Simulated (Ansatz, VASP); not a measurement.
## CdF2 in VASP and in Ansatz

```xyz
3
Lattice="0.0000 2.6628 2.5925 2.6628 0.0000 2.5925 2.6628 2.6628 0.0000" Properties=species:S:1:pos:R:3 pbc="T T T"
Cd    0.0000    0.0000    0.0000
F     1.3314    1.3314    1.2963
F     3.9942    3.9942    3.8888
```

Alike in both runs: task single point; functional PBE; k mesh 8 × 8 × 8; occupations gaussian, width 0.05 eV; no spin polarisation.

```csv
,VASP,Ansatz
version,VASP 6.6.1,Ansatz 0.2.0
potentials or method,"VASP PAW PBE potentials, release 64 (Cd, F), cutoff 520 eV","scalar-relativistic, plane waves, PAW"
valence electrons in the cell,26,34
```

Ansatz gave:

| Property | Result |
| --- | --- |
| gap on the k mesh at the Fermi level (eV) | 3.30 |
| least direct gap on the mesh (eV) | 3.71 |
| pressure (GPa) | 13.9 |
| traceless stress, the component that is largest in VASP (GPa) | 2.05 |

Which values does VASP return?

gap on the k mesh at the Fermi level (eV): 3.26; least direct gap on the mesh (eV): 3.67; pressure (GPa): 15.0; traceless stress, the component that is largest in VASP (GPa): 2.01.

With one functional, cell and mesh, what is left measures potentials, basis and numerics. VASP's potentials hold 26 valence electrons a cell and Ansatz's 34, so a difference there can come from the potentials and not from the codes.
